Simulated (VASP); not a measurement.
Wanted: the native input for a VASP 6.6.1 run.

```yaml
Task: single point
Functional: PBE
Dispersion: D3(BJ)
Potentials_or_basis: VASP PAW PBE potentials, release 64 (Te, Mo_sv)
Cutoff: 520 eV
k_mesh: 9 × 9 × 1
Occupations: gaussian, width 0.05 eV
Spin: no spin polarisation
Dipole_correction: yes
Further_INCAR_settings: ALGO = Normal; EDIFF = 1e-07; NBANDS = 35
```

The structure of Te2Mo lies in POSCAR:

```
Te2Mo
1.0
    3.5038817216      0.0000000000      0.0000000000
   -1.7519408608      3.0344505828      0.0000000000
    0.0000000000      0.0000000000     24.7677194079
Te Mo
4 2
Direct
    0.3333333333      0.6666666667      0.1816881048
    0.3333333333      0.6666666667      0.3284056788
    0.5000000000      1.3333333333      0.4911174704
    0.5000000000      1.3333333333      0.6378350444
    0.6666666667      0.3333333333      0.2550468918
    0.1666666667      1.6666666667      0.5644762574
```

This cell differs from its parent crystal: layers slid over each other.

One way to write it, as run:

INCAR

```
  PREC = Accurate
  ENCUT = 520
  EDIFF = 1E-7
  ISMEAR = 0
  SIGMA = 0.05
  LREAL = False
  LASPH = True
  NELM = 100
  ALGO = Normal
  ISIF = 2
  LWAVE = False
  LCHARG = False
  LDIPOL = True
  IDIPOL = 3
  DIPOL = 0.5 0.5 0.410
  GGA = PE
  IVDW = 12
  NBANDS = 35
```

KPOINTS

```
regular mesh
0
Gamma
  9 9 1
```

Potentials or basis: VASP PAW PBE potentials, release 64 (Te, Mo_sv).

Command:

```console
$ cat potpaw_PBE.64/Te/POTCAR potpaw_PBE.64/Mo_sv/POTCAR > POTCAR
$ mpirun -np 1 vasp_std > vasp.out
```

Results of the run:

| Item | Value |
| --- | --- |
| Largest force | 0.133 eV/Å |
| Band gap on the k mesh | 1.16 eV (least direct gap 1.17 eV) |
| Dispersion energy per atom | -0.447 eV |

Caveat: the cell differs from its parent crystal (layers slid over each other); spin-orbit coupling is left out, which moves the levels of the heavy elements.

Wall time 6 min on 1 thread of Intel(R) Xeon(R) 6975P-C (Granite Rapids) (shared host), peak memory 0.57 GiB.
